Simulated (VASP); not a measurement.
A run of VASP 6.6.1 is set up as follows.

The input INCAR:

```
ALGO = Normal
EDIFF = 1E-6
ENCUT = 520
GGA = PS
ISIF = 2
ISMEAR = 0
LASPH = True
LCHARG = False
LDAU = True
LDAUJ = 0 0
LDAUL = 2 -1
LDAUPRINT = 1
LDAUTYPE = 2
LDAUU = 7.2 0
LMAXMIX = 4
LREAL = False
LWAVE = False
NBANDS = 15
NELM = 150
PREC = Accurate
SIGMA = 0.05
```

The input KPOINTS:

```
k-points
0
Gamma
  10 10 10
```

File POSCAR:

```
NiO
1.0
    0.0000000000      2.0913095126      2.0913095126
    2.0913095126      0.0000000000      2.0913095126
    2.0913095126      2.0913095126      0.0000000000
Ni O
1 1
Direct
    0.0000000000      0.0000000000      0.0000000000
    0.5000000000      0.5000000000      0.5000000000
```

Potentials or basis: VASP PAW PBE potentials, release 64 (Ni, O).

Command:

```console
$ cat potpaw_PBE.64/Ni/POTCAR potpaw_PBE.64/O/POTCAR > POTCAR
$ mpirun -np 1 vasp_std > vasp.out
```

Question: What does it give for the pressure?

Answer: -24.7 GPa.

Question: Predict the band gap on the k mesh.

Answer: Zero (band 8 reaches 8.27 eV, above the bottom of band 9 at 5.29 eV).

Eigenvalues of the final occupation matrices:
```csv
site,spin,trace,eigenvalues
site 1 d,1,4.30,0.68 0.68 0.98 0.98 0.98
site 1 d,2,4.30,0.68 0.68 0.98 0.98 0.98
```

Caveat: the PAW data sets were made with another functional, which shifts forces and pressure a little; the run has no spin polarisation, though such a crystal can be magnetic; U without spin polarisation on a metal has little footing. Spin polarisation is off, so any magnetic state and its effect on volume and gap are missing.
